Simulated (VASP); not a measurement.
Runs of VASP 6.6.1 on NiO. The structure is that of space group Fm-3m (No. 225), or close to it. The cells are those of the table. 

```tsv
cell	gap on the mesh (eV)	pressure (GPa)	moment (μB)
a = 2.930 Å, angles 60.0°, 2 atoms	none	8.9	1.56
a = 2.890 Å, angles 60.0°, 2 atoms	none	18.3	1.42
a = 2.910 Å, angles 60.0°, 2 atoms	none	(c)	1.49
a = 2.989 Å, angles 60.0°, 2 atoms	none	-2.1	(b)
a = 2.950 Å, angles 60.0°, 2 atoms	none	(a)	1.62
a = 3.008 Å, angles 60.0°, 2 atoms	none	-5.1	1.76
a = 2.969 Å, angles 60.0°, 2 atoms	none	1.2	1.67
```

Alike in all rows: task single point; level PBE; potentials or basis VASP PAW PBE potentials, release 64 (Ni, O); spin collinear, ferromagnetic start; k mesh 12 × 12 × 12; cutoff (eV) 520; smearing fermi-dirac 0.1 eV.

Problem. Estimate the missing entries.

Solution. (a) 4.8; (b) 1.72; (c) 13.4.

Caveats: a cell with one magnetic atom can't hold antiferromagnetic order, which such compounds often take; semilocal functionals often make such compounds metallic where correlation or magnetic order opens a gap, which also shifts bond lengths.

A gap of «none» marks levels without a gap at the run's occupations.
